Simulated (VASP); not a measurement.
# RbCrP2 (R-3m) in VASP: further runs

RbCrP2 is run at these levels: PBE; tasks: single point.

All numbers are computed with VASP 6.6.1; they aren't measurements. Logs are shortened: lines on timing, memory, paths and dates and some standing lists are left out, and cuts for length are marked.

### Step 1. The cell of the first run

The structure is trigonal, space group R-3m (No. 166). Conventional cell: a = 3.829 Å, b = 3.829 Å, c = 20.212 Å, α = 90.00°, β = 90.00°, γ = 120.00°. Within 4.2 Å of Rb (site symmetry -3m) lie 6 P at 3.15 Å and 6 Rb at 3.83 Å and 6 Cr at 4.03 Å. Within 3.3 Å of Cr (site symmetry -3m) lie 6 P at 2.48 Å. P (site symmetry 3m) has 3 Cr at 2.48 Å and 3 P at 3.14 Å and 3 Rb at 3.15 Å within 3.3 Å.

### Step 2. Single point, PBE, collinear spin, ferromagnetic start

INCAR reads:

```
ALGO = Normal ; EDIFF = 1E-7
ENCUT = 520 ; GGA = PE
ISIF = 2 ; ISMEAR = 0
ISPIN = 2 ; LASPH = T
LCHARG = F ; LMAXMIX = 4
LORBIT = 11 ; LREAL = F
LWAVE = F ; MAGMOM = 0 3 0 0
NBANDS = 28 ; NELM = 150
PREC = Accurate ; SIGMA = 0.1
```

KPOINTS reads:

```
k-points
0
Gamma
  6 6 6
```

POSCAR reads:

```
RbCrP2
1.0
    1.9145670056      1.1053757760      6.7372160189
   -1.9145670056      1.1053757760      6.7372160189
    0.0000000000     -2.2107515522      6.7372160189
Rb Cr P
1 1 2
Direct
    0.0000000000      0.0000000000      0.0000000000
    0.5000000000      0.5000000000      0.5000000000
    0.2220000000      0.2220000000      0.2220000000
    0.7780000000      0.7780000000      0.7780000000
```

Potentials or basis: VASP PAW PBE potentials, release 64 (Rb_sv, Cr_pv, P).

The run is started by

```console
cat potpaw_PBE.64/Rb_sv/POTCAR potpaw_PBE.64/Cr_pv/POTCAR potpaw_PBE.64/P/POTCAR > POTCAR
mpirun -np 1 vasp_std > vasp.out
```

OUTCAR:

```text
EDIFF = 1E-7
   ENCUT = 520
   GGA = PE
   ISIF = 2
   ISMEAR = 0
   ISPIN = 2
   LASPH = T
   LORBIT = 11
   LREAL = F
   NELM = 150
   PREC = Accurate

 ion  position               nearest neighbor table
   1  0.000  0.000  0.000-   4 3.15   4 3.15   3 3.15   3 3.15   4 3.15   3 3.15   2 4.03   2 4.03
                             2 4.03   2 4.03   2 4.03   2 4.03
   2  0.500  0.500  0.500-   3 2.48   3 2.48   4 2.48   4 2.48   3 2.48   4 2.48   1 4.03   1 4.03
                             1 4.03   1 4.03   1 4.03   1 4.03
   3  0.222  0.222  0.222-   2 2.48   2 2.48   2 2.48   1 3.15   1 3.15   1 3.15
   4  0.778  0.778  0.778-   2 2.48   2 2.48   2 2.48   1 3.15   1 3.15   1 3.15

  LATTYP: Found a trigonal (rhomboedric) cell.
 ALAT       =     7.0906630233
 COS(alpha) =     0.8541865978

  Lattice vectors:

 A1 = (   1.9145670056,   1.1053757760,   6.7372160189)
 A2 = (  -1.9145670056,   1.1053757760,   6.7372160189)
 A3 = (   0.0000000000,  -2.2107515522,   6.7372160189)

Analysis of symmetry for initial positions (statically):
=====================================================================
 Subroutine PRICEL returns:
 Original cell was already a primitive cell.

 Routine SETGRP: Setting up the symmetry group for a
 trigonal (rhombohedral) supercell.

 Subroutine GETGRP returns: Found 12 space group operations
 (whereof 12 operations were pure point group operations)
 out of a pool of 12 trial point group operations.

The static configuration has the point symmetry D_3d.

Analysis of symmetry for dynamics (positions and initial velocities):
=====================================================================
 Subroutine PRICEL returns:
 Original cell was already a primitive cell.

 Routine SETGRP: Setting up the symmetry group for a
 trigonal (rhombohedral) supercell.

 Subroutine GETGRP returns: Found 12 space group operations
 (whereof 12 operations were pure point group operations)
 out of a pool of 12 trial point group operations.

The dynamic configuration has the point symmetry D_3d.

Analysis of structural, dynamic, and magnetic symmetry:
=====================================================================
 Subroutine PRICEL returns:
 Original cell was already a primitive cell.

 Routine SETGRP: Setting up the symmetry group for a
 trigonal (rhombohedral) supercell.

 Subroutine GETGRP returns: Found 12 space group operations
 (whereof 12 operations were pure point group operations)
 out of a pool of 12 trial point group operations.

The overall configuration has the point symmetry D_3d.

 Subroutine INISYM returns: Found 12 space group operations
[... 131 lines left out ...]
   LRPA    =     F    only Hartree local field effects (RPA)
 spin polarized calculation
 Gauss-broadening in eV      SIGMA  =   0.10
  energy-cutoff  :      520.00
  volume of cell :       85.55
 maximum number of plane-waves:      2324
 NGX is ok and might be reduce to    54
   NGX = 27   NGY = 27   NGZ = 27

 number of electron      31.0000002 magnetization       2.0240703

 Free energy of the ion-electron system (eV)
  ---------------------------------------------------
  ext. energy  EPLUGINS =         0.00000000
  ---------------------------------------------------
  free energy    TOTEN  =       -21.42946886 eV

  energy without entropy =      -21.41476073  energy(sigma->0) =      -21.42211480

 E-fermi :   4.4508     XC(G=0):  -9.7857

 val. band max:        4.4459517831   @ k =  -0.1667   0.1667   0.0000
 cond. band min:       4.4716173913   @ k =   0.5000   0.5000  -0.0000
 fundamental gap:      0.0256656082
 Fermi energy:         4.4508396791

 spin component 1

 k-point     1 :       0.0000    0.0000    0.0000
  band No.  band energies     occupation
      1     -39.2564      1.00000
      2     -39.2449      1.00000
      3     -39.2449      1.00000
      4     -22.3470      1.00000
      5      -7.0743      1.00000
      6      -6.8308      1.00000
[... 709 lines left out ...]
     26      12.6381      0.00000
     27      13.1452      0.00000

 [... further k-points ...]

 spin component 2

 k-point     1 :       0.0000    0.0000    0.0000
  band No.  band energies     occupation
      1     -36.8617      1.00000
      2     -36.8617      1.00000
      3     -36.7761      1.00000
      4     -22.3612      1.00000
      5      -7.1376      1.00000
      6      -6.9228      1.00000
[... 709 lines left out ...]
     26      13.3137      0.00000
     27      13.3900      0.00000

 [... further k-points ...]

 [bands above 27 left out]

------------------------ aborting loop because EDIFF is reached ----------------------------------------

  FORCE on cell =-STRESS in cart. coord.  units (eV):
  Direction    XX          YY          ZZ          XY          YZ          ZX
  --------------------------------------------------------------------------------------
  -------------------------------------------------------------------------------------
  Total       -1.1569346     -1.1569346      1.5939261      0.0000000     -0.0000000      0.0000000
  in kB      -21.6674176    -21.6674176     29.8515254      0.0000000     -0.0000000      0.0000000
  external PRESSURE =      -4.4944366 kB  Pullay stress =       0.0000000 kB

 VOLUME and BASIS-vectors are now :
 -----------------------------------------------------------------------------
  energy-cutoff  :      520.00
  volume of cell :       85.55
      direct lattice vectors                 reciprocal lattice vectors
     1.914567006  1.105375776  6.737216019     0.261155655  0.150778288  0.049476421
    -1.914567006  1.105375776  6.737216019    -0.261155655  0.150778288  0.049476421
     0.000000000 -2.210751552  6.737216019     0.000000000 -0.301556575  0.049476421

 POSITION                                       TOTAL-FORCE (eV/Angst)
 -----------------------------------------------------------------------------------
      0.00000      0.00000      0.00000         0.000000      0.000000     -0.000000
      0.00000     -0.00000     10.10582        -0.000000      0.000000      0.000000
      0.00000     -0.00000      4.48699         0.000000      0.000000     -1.424099
      0.00000     -0.00000     15.72466         0.000000     -0.000000      1.424099
 -----------------------------------------------------------------------------------
    total drift:                               -0.000000     -0.000000      0.000000

  FREE ENERGIE OF THE ION-ELECTRON SYSTEM (eV)
  ---------------------------------------------------
  free  energy   TOTEN  =       -21.4294688627 eV

  energy  without entropy=      -21.4147607291  energy(sigma->0) =      -21.42211480

 total charge

# of ion       s       p       d       tot
------------------------------------------
    1        1.953   5.336   0.068   7.357
    2        0.313   6.262   4.105  10.680
    3        1.067   1.400   0.000   2.467
    4        1.067   1.400   0.000   2.467
--------------------------------------------------
tot          4.400  14.398   4.173  22.970

 magnetization (x)

# of ion       s       p       d       tot
------------------------------------------
    1       -0.002  -0.009  -0.003  -0.014
    2        0.045   0.018   2.330   2.393
    3       -0.009  -0.144   0.000  -0.153
    4       -0.009  -0.144   0.000  -0.153
--------------------------------------------------
tot          0.026  -0.279   2.327   2.073
```

OSZICAR:

```text
N       E                     dE             d eps       ncg     rms          rms(c)
DAV:   1     0.217774168053E+03    0.21777E+03   -0.15314E+04  3640   0.106E+03
DAV:   2    -0.117383713290E+02   -0.22951E+03   -0.21607E+03  3808   0.269E+02
DAV:   3    -0.251399840499E+02   -0.13402E+02   -0.12979E+02  4636   0.653E+01
[... 11 lines left out ...]
DAV:  15    -0.214294404089E+02   -0.76689E-04   -0.56542E-05  4208   0.457E-02    0.758E-02
DAV:  16    -0.214294656709E+02   -0.25262E-04   -0.22962E-05  4320   0.314E-02    0.280E-02
DAV:  17    -0.214294683782E+02   -0.27073E-05   -0.54913E-06  4316   0.124E-02    0.143E-02
DAV:  18    -0.214294687908E+02   -0.41263E-06   -0.74547E-07  4316   0.452E-03    0.704E-03
DAV:  19    -0.214294688627E+02   -0.71888E-07   -0.95791E-08  3704   0.194E-03
   1 F= -.21429469E+02 E0= -.21422115E+02  d E =-.147081E-01  mag=     2.0243
```

It took 9.5 min on 1 thread of Intel Xeon Platinum 8488C (Sapphire Rapids), shared host; peak memory 0.59 GiB.

Results:

```
Free energy                                           : -21.4295 eV
Pressure                                              : -0.4 GPa
Largest force                                         : 1.424 eV/Å
Net moment                                            : 2.02 μB per cell
Site moments                                          : Rb -0.01; Cr +2.39; P -0.15 μB
Valence electrons inside the program's atomic spheres : Rb 7.36; Cr 10.68; P 2.47
```

Forces on the atoms (eV/Å):
```
Rb   0.000  0.000  0.000
Cr   0.000  0.000  0.000
P    0.000  0.000 -1.424
P    0.000  0.000  1.424
```

Caveat: a cell with one magnetic atom can't hold antiferromagnetic order, which such compounds often take; forces of over 1 eV/Å act on the atoms, so gaps and moduli don't describe the material at rest.

### Step 3. Single point, PBE, collinear spin, ferromagnetic start

This run uses another cell than the first one, of 22.25 Å³/atom.

INCAR reads:

```
PREC = Accurate ; ENCUT = 520
EDIFF = 1E-6 ; ISMEAR = 0
SIGMA = 0.1 ; LREAL = False
LASPH = True ; NELM = 150
ALGO = Normal ; ISIF = 2
LWAVE = False ; LCHARG = True
ISPIN = 2 ; MAGMOM = 0 2.47 -0.18 -0.18
LORBIT = 11 ; LMAXMIX = 4
GGA = PE ; LELF = True
LVHAR = True ; NBANDS = 28
```

KPOINTS reads:

```
Automatic mesh
0
Gamma
  6 6 6
```

POSCAR reads:

```
RbCrP2
1.0
    1.9150841676      1.1056743596      7.0064975058
   -1.9150841676      1.1056743596      7.0064975058
    0.0000000000     -2.2113487194      7.0064975058
Rb Cr P
1 1 2
Direct
    0.0000000000      0.0000000000      0.0000000000
    0.5000000000      0.5000000000      0.5000000000
    0.2125035815      0.2125035815      0.2125035815
    0.7874964185      0.7874964185      0.7874964185
```

Potentials or basis: VASP PAW PBE potentials, release 64 (Rb_sv, Cr_pv, P).

The run is started by

```console
cat potpaw_PBE.64/Rb_sv/POTCAR potpaw_PBE.64/Cr_pv/POTCAR potpaw_PBE.64/P/POTCAR > POTCAR
mpirun -np 1 vasp_std > vasp.out
```

Wall time 9.3 min (1 thread of Intel Xeon Platinum 8488C (Sapphire Rapids), shared host); peak memory 0.61 GiB.

It converged, with:

```yaml
Free_energy: -21.7375 eV
Pressure: -0.1 GPa
Largest_force: 0.010 eV/Å
Net_moment: 2.14 μB per cell
Site_moments: Rb -0.01; Cr +2.34; P -0.12 μB
Valence_electrons_inside_the_program's_atomic_spheres: Rb 7.33; Cr 10.82; P 2.47
```

Forces in eV/Å, atoms in the order of the input:
```
Rb   0.000  0.000  0.000
Cr   0.000  0.000  0.000
P    0.000  0.000 -0.010
P    0.000  0.000  0.010
```

Stress tensor (GPa, compression positive):
```
-0.11  0.00  0.00
 0.00 -0.11  0.00
 0.00  0.00 -0.02
```

Levels at points of the mesh, in eV from the Fermi level:
Spin up:
```csv
k point,band 14,band 15,band 16,band 17,band 18,band 19,band 20,band 21
"(0.00, 0.00, 0.00)",-1.08,0.09,0.78,0.85,0.85,2.76,3.24,3.24
"(0.50, 0.00, 0.00)",-2.04,-0.96,-0.85,-0.70,0.01,2.92,3.35,3.65
"(0.50, 0.50, 0.00)",-2.07,-0.99,-0.86,-0.28,0.12,2.62,2.98,3.27
"(0.50, 0.50, 0.50)",-1.07,-0.44,0.54,0.74,0.74,2.24,3.47,3.47
```
Spin down:
```tsv
k point	band 11	band 12	band 13	band 14	band 15	band 16	band 17	band 18
(0.00, 0.00, 0.00)	-3.04	-3.04	0.62	0.78	0.78	0.98	0.98	1.78
(0.50, 0.00, 0.00)	-3.37	-2.15	-1.61	-1.25	-0.75	1.29	1.56	1.58
(0.50, 0.50, 0.00)	-3.00	-2.08	-1.68	-1.59	0.06	1.03	1.23	1.52
(0.50, 0.50, 0.50)	-3.02	-2.68	-0.56	0.67	0.67	1.00	1.00	2.23
```

Caveat: a cell with one magnetic atom can't hold antiferromagnetic order, which such compounds often take.
